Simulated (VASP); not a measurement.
# P in VASP: notebook, part 3 of 3

VASP 6.6.1.

## Step 4: Single point, PBE

This run uses another cell than the first one: it holds 1 atom, not 6.

The input, INCAR:

```
SYSTEM = P
ALGO     = Normal         ! electronic algorithm
EDIFF    = 1E-7           ! SCF threshold, eV
ENCUT    = 520            ! plane-wave cutoff, eV
GGA      = PE             ! functional
ISIF     = 2              ! what is computed and relaxed
ISMEAR   = 0              ! smearing method
LASPH    = .TRUE.         ! aspherical terms in the spheres
LCHARG   = .FALSE.        ! write CHGCAR
LREAL    = .FALSE.        ! projectors in reciprocal space
LWAVE    = .FALSE.        ! write WAVECAR
NBANDS   = 8              ! bands
NELM     = 60             ! most SCF steps
PREC     = Accurate       ! precision mode
SIGMA    = 0.1            ! smearing width, eV
```

The input, KPOINTS:

```
k-points
0
G
  24 24 22
  0 0 0
```

The input, POSCAR:

```
P
1.0
    2.6348178730      0.0000000000      0.0000000000
   -1.3174089365      2.2818192124      0.0000000000
    0.0000000000      0.0000000000      2.4494487546
P
1
Direct
    0.0000000000      0.0000000000      0.5000000000
```

Potentials or basis: VASP PAW PBE potentials, release 64 (P).

Started as:

```bash
$ cat potpaw_PBE.64/P/POTCAR > POTCAR
$ mpirun -np 1 vasp_std > vasp.out
```

OUTCAR:

```text
SYSTEM = P
   EDIFF = 1E-7
   ENCUT = 520
   GGA = PE
   ISIF = 2
   ISMEAR = 0
   LASPH = .TRUE.
   LREAL = .FALSE.
   NELM = 60
   PREC = Accurate

 ion  position               nearest neighbor table
   1  0.000  0.000  0.500-

  LATTYP: Found a hexagonal cell.
 ALAT       =     2.6348178730
 C/A-ratio  =     0.9296463257

  Lattice vectors:

 A1 = (   2.6348178730,   0.0000000000,   0.0000000000)
 A2 = (  -1.3174089365,   2.2818192124,   0.0000000000)
 A3 = (   0.0000000000,   0.0000000000,   2.4494487546)

Analysis of symmetry for initial positions (statically):
=====================================================================
 Subroutine PRICEL returns:
 Original cell was already a primitive cell.

 Routine SETGRP: Setting up the symmetry group for a
 hexagonal supercell.

 Subroutine GETGRP returns: Found 24 space group operations
 (whereof 24 operations were pure point group operations)
 out of a pool of 24 trial point group operations.

The static configuration has the point symmetry D_6h.

Analysis of symmetry for dynamics (positions and initial velocities):
=====================================================================
 Subroutine PRICEL returns:
 Original cell was already a primitive cell.

 Routine SETGRP: Setting up the symmetry group for a
 hexagonal supercell.

 Subroutine GETGRP returns: Found 24 space group operations
 (whereof 24 operations were pure point group operations)
 out of a pool of 24 trial point group operations.

The dynamic configuration has the point symmetry D_6h.

 Subroutine INISYM returns: Found 24 space group operations
 (whereof 24 operations are pure point group operations),
 and found     1 'primitive' translations

----------------------------------------------------------------------------------------

                                     Primitive cell

  volume of cell :      14.7265

  direct lattice vectors                    reciprocal lattice vectors
     2.634817873  0.000000000  0.000000000     0.379532874  0.219123407  0.000000000
    -1.317408936  2.281819212  0.000000000     0.000000000  0.438246814  0.000000000
     0.000000000  0.000000000  2.449448755     0.000000000  0.000000000  0.408255122

  length of vectors
     2.634817873  2.634817873  2.449448755     0.438246814  0.438246814  0.408255122

  position of ions in fractional coordinates (direct lattice)
     0.000000000  0.000000000  0.500000000

  ion indices of the primitive-cell ions
   primitive index   ion index
                 1           1

----------------------------------------------------------------------------------------

 KPOINTS: k-points

Automatic generation of k-mesh.
 Grid dimensions read from file:
 generate k-points for:   24   24   22

 Generating k-lattice:

  Cartesian coordinates                     Fractional coordinates (reciprocal lattice)
     0.015813870  0.009130142  0.000000000     0.041666667  0.000000000  0.000000000
     0.000000000  0.018260284  0.000000000     0.000000000  0.041666667  0.000000000
     0.000000000  0.000000000  0.018557051     0.000000000  0.000000000  0.045454545

  Length of vectors
     0.018260284  0.018260284  0.018557051

  Shift w.r.t. Gamma in fractional coordinates (k-lattice)
     0.000000000  0.000000000  0.000000000

 Subroutine IBZKPT returns following result:
 ===========================================

 Found    732 irreducible k-points:

 Following reciprocal coordinates:
            Coordinates               Weight
  0.000000  0.000000  0.000000      1.000000
  0.041667 -0.000000  0.000000      6.000000
  0.083333 -0.000000  0.000000      6.000000
  0.125000  0.000000  0.000000      6.000000
  0.166667  0.000000  0.000000      6.000000
  0.208333  0.000000  0.000000      6.000000
[... 16 lines left out ...]
  0.416667  0.041667  0.000000     12.000000
  0.458333  0.041667  0.000000     12.000000
 [... further k-points ...]
   k-points           NKPTS =    732   k-points in BZ     NKDIM =    732   number of bands    NBANDS=      8
   number of dos      NEDOS =    301   number of ions     NIONS =      1
   total plane-waves  NPLWV =   7200
   dimension x,y,z NGX =    20 NGY =   20 NGZ =   18
   dimension x,y,z NGXF=    40 NGYF=   40 NGZF=   36
   ions per type =               1
   NGX,Y,Z   is equivalent  to a cutoff of  12.62, 12.62, 12.22 a.u.
   NGXF,Y,Z  is equivalent  to a cutoff of  25.24, 25.24, 24.43 a.u.
 SYSTEM =  P
   PREC   = accura    normal or accurate (medium, high low for compatibility)
   ISTART =      0    job   : 0-new  1-cont  2-samecut
   ICHARG =      2    charge: 1-file 2-atom 10-const
   ISPIN  =      1    spin polarized calculation?
   LNONCOLLINEAR =      F non collinear calculations
   LSORBIT =      F    spin-orbit coupling
   LASPH  =      T    aspherical Exc in radial PAW
   ENCUT  =  520.0 eV  38.22 Ry    6.18 a.u.   4.90  4.90  4.55*2*pi/ulx,y,z
   NELM   =     60;   NELMIN=  2; NELMDL= -5     # of ELM steps
   EDIFF  = 0.1E-06   stopping-criterion for ELM
   LREAL  =      F    real-space projection
   EDIFFG = 0.1E-05   stopping-criterion for IOM
   NSW    =      0    number of steps for IOM
   IBRION =     -1    ionic relax: 0-MD 1-quasi-New 2-CG
   NFREE  =      0    steps in history (QN), initial steepest desc. (CG)
   ISIF   =      2    stress and relaxation
   ISYM   =      2    0-nonsym 1-usesym 2-fastsym
   POTIM  = 0.5000    time-step for ionic-motion
   TEBEG  =    0.0;   TEEND  =   0.0 temperature during run
   PSTRESS=    0.0 pullay stress
   NELECT =       5.0000    total number of electrons
   NUPDOWN=      -1.0000    fix difference up-down
   EMIN   =  10.00;   EMAX   =-10.00  energy-range for DOS
   EFERMI =   0.00;   METHOD = LEGACY
   ISMEAR =     0;   SIGMA  =   0.10  broadening in eV -4-tet -1-fermi 0-gaus
   EFERMI_NEDOS =   21; number of points for ismear=-14 and -15
   IALGO  =     38    algorithm
   IMIX   =      4    mixing-type and parameters
     AMIX     =   0.40;   BMIX     =  1.00
     AMIX_MAG =   1.60;   BMIX_MAG =  1.00
  volume/ion in A,a.u.               =      14.73        99.38
  Fermi-wavevector in a.u.,A,eV,Ry     =   1.142084  2.158226 17.746843  1.304356
  Thomas-Fermi vector in A             =   2.278783
   LORBIT       =      0    0 simple, 1 ext, 2 COOP (PROOUT), +10 PAW based schemes
   GGA     = PE    functional components
   LHFCALC =     F    Hartree Fock is set to
   AEXX    =    0.0000 exact exchange contribution
   IVDW    =     0    specifies the selected vdW correction
   LEPSILON=     F    determine dielectric tensor
   LRPA    =     F    only Hartree local field effects (RPA)
 non-spin polarized calculation
 Gauss-broadening in eV      SIGMA  =   0.10
  energy-cutoff  :      520.00
  volume of cell :       14.73
 maximum number of plane-waves:       411
 NGX is ok and might be reduce to    20

 number of electron       5.0000001 magnetization

 Free energy of the ion-electron system (eV)
  ---------------------------------------------------
  ext. energy  EPLUGINS =         0.00000000
  ---------------------------------------------------
  free energy    TOTEN  =        -4.92883193 eV

  energy without entropy =       -4.92685375  energy(sigma->0) =       -4.92784284

 E-fermi :   9.6401     XC(G=0): -11.3218

 val. band max:        9.6350857369   @ k =   0.3750   0.1250   0.2727
 cond. band min:       9.6402592821   @ k =   0.2917   0.2083   0.4091
 fundamental gap:      0.0051735452
 Fermi energy:         9.6401194575

 k-point     1 :       0.0000    0.0000    0.0000
  band No.  band energies     occupation
      1      -6.7672      2.00000
      2      14.6386      0.00000
      3      15.5453      0.00000
      4      15.5453      0.00000
      5      16.5272      0.00000
      6      21.0745      0.00000
      7      21.0745      0.00000
      8      25.4908      0.00000

 k-point     2 :       0.0417   -0.0000    0.0000
  band No.  band energies     occupation
      1      -6.7211      2.00000
      2      14.6749      0.00000
      3      14.8979      0.00000
      4      15.3964      0.00000
      5      16.9205      0.00000
      6      20.8945      0.00000
      7      21.3082      0.00000
      8      25.6455      0.00000
[... 221 lines left out ...]
 k-point    23 :       0.4167    0.0417    0.0000
  band No.  band energies     occupation
      1      -2.0182      2.00000
      2       2.3012      2.00000
      3      11.1707      0.00000
      4      15.8931      0.00000
      5      17.7855      0.00000
      6      23.6121      0.00000
      7      24.7264      0.00000
      8      28.5744      0.00000

 k-point    24 :       0.4583    0.0417    0.0000
  band No.  band energies     occupation
      1      -1.4562      2.00000
      2       1.5768      2.00000
      3      11.0886      0.00000
      4      15.8138      0.00000
      5      17.9934      0.00000
      6      23.9962      0.00000
      7      24.3827      0.00000
      8      28.1679      0.00000

 [... further k-points ...]
[... 5 lines left out ...]
  --------------------------------------------------------------------------------------
  -------------------------------------------------------------------------------------
  Total       -0.0141068     -0.0141068     -0.0225685      0.0000000     -0.0000000      0.0000000
  in kB       -1.5347544     -1.5347544     -2.4553451      0.0000000     -0.0000000      0.0000000
  external PRESSURE =      -1.8416179 kB  Pullay stress =       0.0000000 kB

 VOLUME and BASIS-vectors are now :
 -----------------------------------------------------------------------------
  energy-cutoff  :      520.00
  volume of cell :       14.73
      direct lattice vectors                 reciprocal lattice vectors
     2.634817873  0.000000000  0.000000000     0.379532874  0.219123407  0.000000000
    -1.317408936  2.281819212  0.000000000     0.000000000  0.438246814  0.000000000
     0.000000000  0.000000000  2.449448755     0.000000000  0.000000000  0.408255122

 POSITION                                       TOTAL-FORCE (eV/Angst)
 -----------------------------------------------------------------------------------
      0.00000      0.00000      1.22472         0.000000      0.000000      0.000000
 -----------------------------------------------------------------------------------
    total drift:                               -0.000000     -0.000000     -0.000000

  FREE ENERGIE OF THE ION-ELECTRON SYSTEM (eV)
  ---------------------------------------------------
  free  energy   TOTEN  =        -4.9288319282 eV

  energy  without entropy=       -4.9268537545  energy(sigma->0) =       -4.92784284
```

Wall time 94 s (1 thread of Intel Xeon 8259CL, shared host); peak memory 0.17 GiB.

What came out:

| Quantity | Value |
| --- | --- |
| Free energy | -4.9288 eV |
| Pressure | -0.2 GPa |
| Band gap on the k mesh | zero (an odd number of electrons rules out a gap without spin polarisation) |

Stress tensor (GPa, compression positive):
```
-0.15  0.00  0.00
 0.00 -0.15  0.00
 0.00  0.00 -0.25
```

## Step 5: Relaxation of cell and atoms, PBE

This run uses another cell than the first one: it holds 1 atom, not 6.

The input, INCAR:

```
SYSTEM = P
ALGO     = Normal         ! electronic algorithm
EDIFF    = 1E-6           ! SCF threshold, eV
EDIFFG   = -0.01          ! ionic threshold
ENCUT    = 600            ! plane-wave cutoff, eV
GGA      = PE             ! functional
IBRION   = 2              ! ionic algorithm
ISIF     = 3              ! what is computed and relaxed
ISMEAR   = 0              ! smearing method
LASPH    = .TRUE.         ! aspherical terms in the spheres
LCHARG   = .FALSE.        ! write CHGCAR
LREAL    = .FALSE.        ! projectors in reciprocal space
LWAVE    = .FALSE.        ! write WAVECAR
NELM     = 60             ! most SCF steps
NSW      = 100            ! ionic steps
PREC     = Accurate       ! precision mode
SIGMA    = 0.1            ! smearing width, eV
```

KPOINTS is that of step 4.

The input, POSCAR:

```
P
1.0
    2.6062772401      0.0000000000      0.0000000000
   -1.3031386200      2.2571022992      0.0000000000
    0.0000000000      0.0000000000      2.4683253517
P
1
Direct
    0.0000000000      0.0000000000      0.5000000000
```

Started as:

```bash
$ cat potpaw_PBE.64/P/POTCAR > POTCAR
$ mpirun -np 1 vasp_std > vasp.out
```

It took 2.8 min on 1 thread of Intel Xeon 8259CL, shared host; peak memory 0.19 GiB.

The run converged. Its results:

```
Free energy                           : -4.9290 eV
Relaxed volume                        : 14.71 Å³/atom
Relaxed cell                          : a = 2.634 Å, b = 2.634 Å, c = 2.447 Å, α = 90.00°, β = 90.00°, γ = 120.00°
Space group after relaxing (to 0.1 Å) : P6/mmm (No. 191)
Energy gained by relaxing             : 3.4 meV/atom
Ionic steps                           : 6
Pressure after relaxing               : 0.0 GPa
Band gap on the k mesh                : zero (an odd number of electrons rules out a gap without spin polarisation)
```

Stress tensor (GPa, compression positive):
```
-0.08  0.00  0.00
 0.00 -0.08  0.00
 0.00  0.00  0.03
```

Step by step:
```csv
step,energy change (eV),largest force (eV/Å),pressure (GPa),volume (Å³)
1,0.0000,0.0000,1.27,14.52
2,-0.0034,0.0000,-0.40,14.76
3,-0.0034,0.0000,-0.25,14.74
4,-0.0034,0.0000,-0.27,14.74
5,-0.0034,0.0000,0.02,14.70
6,-0.0034,0.0000,-0.05,14.71
```

Final structure:
```
CELL_PARAMETERS angstrom
2.63430 0.00000 0.00000
-1.31715 2.28137 0.00000
0.00000 0.00000 2.44726
ATOMIC_POSITIONS crystal
P 0.00000 0.00000 0.50000
```

Levels at points of the mesh, in eV from the Fermi level:
```csv
k point,band 1,band 2,band 3,band 4,band 5,band 6
"(0.00, 0.00, 0.00)",-16.42,5.02,5.90,5.90,6.89,11.43
"(0.50, 0.00, 0.00)",-11.05,-8.22,1.96,5.58,8.39,14.41
"(0.00, 0.00, 0.50)",-12.11,-8.61,8.52,8.52,14.00,14.00
"(0.50, 0.00, 0.50)",-6.19,-4.85,-4.50,1.43,4.81,10.06
```

## Step 6: Overview

```csv
task,cell,k mesh,cutoff (eV),smearing,gap on the mesh (eV),pressure (GPa)
single point,"a = 2.606, b = 2.606, c = 14.810 Å, angles 90.0, 90.0, 120.0°, 6 atoms, atomic positions A",6 × 6 × 2,520,gaussian 0.1 eV,none,-0.4
single point,"a = 2.635, b = 4.564, c = 4.899 Å, 4 atoms, atomic positions B",8 × 6 × 4,520,gaussian 0.2 eV,none,0.3
single point,"a = 2.635, b = 2.635, c = 2.449 Å, angles 90.0, 90.0, 120.0°, 1 atom, atomic positions C",24 × 24 × 22,520,gaussian 0.1 eV,none,-0.2
relaxation of cell and atoms,"relaxed from a = 2.606, b = 2.606, c = 2.468 Å, angles 90.0, 90.0, 120.0°, 1 atom, atomic positions C",24 × 24 × 22,600,gaussian 0.1 eV,none,0.0
```

Alike in all rows: level PBE; potentials or basis VASP PAW PBE potentials, release 64 (P); no spin polarisation.

Caveats: some runs use coarse meshes.

Total energies depend on the potentials used, so only differences within one code and one set of settings carry meaning.
